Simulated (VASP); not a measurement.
TiSi16 (a cell with a defect): relaxation of the atoms with PBE

The system is TiSi16 (a cell with a defect).

```
Si Ti
1.0
     0.00000    5.43000    5.43000
     5.43000    0.00000    5.43000
     5.43000    5.43000    0.00000
Si Ti
16 1
Direct
  0.00000 0.00000 0.00000
  0.12500 0.12500 0.12500
  0.00000 0.00000 0.50000
  0.12500 0.12500 0.62500
  0.00000 0.50000 0.00000
  0.12500 0.62500 0.12500
  0.00000 0.50000 0.50000
  0.12500 0.62500 0.62500
  0.50000 0.00000 0.00000
  0.62500 0.12500 0.12500
  0.50000 0.00000 0.50000
  0.62500 0.12500 0.62500
  0.50000 0.50000 0.00000
  0.62500 0.62500 0.12500
  0.50000 0.50000 0.50000
  0.62500 0.62500 0.62500
  0.56239 0.81095 0.80657
```

```json
{
 "Program": "VASP 6.6.1",
 "Task": "relaxation of the atoms",
 "Functional": "PBE",
 "Potentials or basis": "VASP PAW PBE potentials, release 64 (Si, Ti_sv)",
 "Cutoff": "520 eV",
 "k mesh": "2 × 2 × 2",
 "Occupations": "gaussian, width 0.02 eV",
 "Spin": "no spin polarisation",
 "Dipole correction": "no",
 "Further INCAR settings": "LREAL = Auto; ALGO = Normal; EDIFF = 1e-06; IBRION = 2; EDIFFG = -0.03; NSW = 80"
}
```

```json
{
 "Energy gained by relaxing": "92.0 meV/atom",
 "Ionic steps": "26",
 "Pressure after relaxing": "5.9 GPa",
 "Largest force after relaxing": "0.030 eV/Å",
 "Band gap on the k mesh": "zero (bands 38 and 39 overlap by 0.20 eV)"
}
```

Forces in eV/Å, atoms in the order of the input:
```
Si   0.000  0.004  0.003
Si  -0.003 -0.001  0.000
Si   0.000 -0.001 -0.002
Si  -0.007  0.004  0.005
Si  -0.001 -0.002  0.000
Si  -0.004  0.002  0.003
Si   0.004 -0.006 -0.006
Si   0.004  0.001 -0.001
Si   0.000  0.015  0.015
Si  -0.022  0.013  0.015
Si  -0.006  0.015  0.001
Si   0.008 -0.011 -0.006
Si  -0.010  0.005  0.010
Si   0.013 -0.003 -0.012
Si   0.012 -0.019 -0.016
Si   0.019 -0.001  0.002
Ti  -0.008 -0.014 -0.011
```

Stress tensor (GPa, compression positive):
```
 5.92  0.85  0.85
 0.85  5.93 -0.85
 0.85 -0.85  5.93
```

Step by step:
| step | energy change (eV) | largest force (eV/Å) | pressure (GPa) |
| --- | --- | --- | --- |
| 1 | 0.0000 | 3.9329 | 9.19 |
| 2 | -1.2347 | 1.5763 | 7.46 |
| 3 | -1.3055 | 1.1769 | 7.51 |
| 4 | -1.3878 | 0.7257 | 7.32 |
| 5 | -1.3972 | 0.5301 | 7.34 |
| 6 | -1.4303 | 0.3265 | 7.27 |
| 7 | -1.4344 | 0.3337 | 7.24 |
| 8 | -1.4515 | 0.1604 | 7.18 |
| 9 | -1.4585 | 0.2700 | 7.11 |
| 10 | -1.4711 | 0.2548 | 7.07 |
| 11 | -1.4973 | 0.2735 | 6.95 |
| 12 | -1.4988 | 0.7392 | 6.69 |
| 13 | -1.5066 | 0.4718 | 6.82 |
| 14 | -1.5174 | 0.3896 | 6.76 |
| 15 | -1.5373 | 0.2150 | 6.58 |
| 16 | -1.5298 | 0.4531 | 6.18 |
| 17 | -1.5410 | 0.1735 | 6.44 |
| 18 | -1.5453 | 0.1220 | 6.37 |
| 19 | -1.5505 | 0.1917 | 6.20 |
| 20 | -1.5541 | 0.1704 | 6.13 |
| 21 | -1.5558 | 0.1661 | 6.05 |
| 22 | -1.5613 | 0.0885 | 6.02 |
| 23 | -1.5636 | 0.0942 | 5.97 |
| 24 | -1.5643 | 0.0393 | 5.95 |
| 25 | -1.5643 | 0.0509 | 5.94 |
| 26 | -1.5646 | 0.0297 | 5.93 |

Final structure:
```
CELL_PARAMETERS angstrom
0.00000 5.43000 5.43000
5.43000 0.00000 5.43000
5.43000 5.43000 0.00000
ATOMIC_POSITIONS crystal
Si 0.04939 0.98348 0.98324
Si 0.13602 0.12588 0.12566
Si 0.98903 0.01278 0.49877
Si 0.13596 0.12588 0.61185
Si 0.98904 0.49899 0.01256
Si 0.13597 0.61207 0.12565
Si 0.98915 0.49898 0.49876
Si 0.07578 0.64136 0.64112
Si 0.50658 0.01192 0.01166
Si 0.67343 0.10878 0.10845
Si 0.50660 0.01200 0.46880
Si 0.61839 0.15546 0.61264
Si 0.50657 0.46916 0.01168
Si 0.61840 0.61288 0.15517
Si 0.45180 0.51593 0.51567
Si 0.61845 0.61278 0.61254
Ti 0.56181 0.81262 0.81236
```

Levels at points of the mesh, in eV from the Fermi level:
| k point | band 35 | band 36 | band 37 | band 38 | band 39 | band 40 | band 41 | band 42 |
| --- | --- | --- | --- | --- | --- | --- | --- | --- |
| (0.00, 0.00, 0.00) | -1.26 | -0.79 | -0.25 | -0.24 | -0.18 | -0.18 | -0.13 | -0.06 |
| (0.50, 0.00, 0.00) | -1.35 | -1.35 | -0.25 | -0.25 | 0.29 | 0.45 | 0.81 | 0.81 |
| (0.00, 0.50, 0.00) | -1.45 | -1.07 | -0.79 | 0.02 | 0.36 | 0.64 | 0.65 | 0.83 |
| (0.00, 0.00, 0.50) | -1.45 | -1.07 | -0.79 | 0.02 | 0.36 | 0.64 | 0.65 | 0.83 |
| (0.50, 0.50, 0.50) | -1.45 | -1.07 | -0.79 | 0.02 | 0.36 | 0.64 | 0.65 | 0.83 |
| (0.50, 0.50, 0.00) | -1.80 | -1.59 | -0.21 | 0.00 | 0.27 | 0.53 | 0.80 | 1.02 |
| (0.00, 0.50, 0.50) | -1.80 | -1.59 | -0.21 | 0.00 | 0.28 | 0.53 | 0.80 | 1.02 |
| (0.50, 0.00, 0.50) | -1.80 | -1.59 | -0.21 | 0.00 | 0.27 | 0.53 | 0.80 | 1.02 |

It took 97 min on 1 thread of Oxide Virtual Turin-like Processor (shared host), peak memory 0.53 GiB.

Caveat: the k points lie up to 0.50 Å⁻¹ apart.
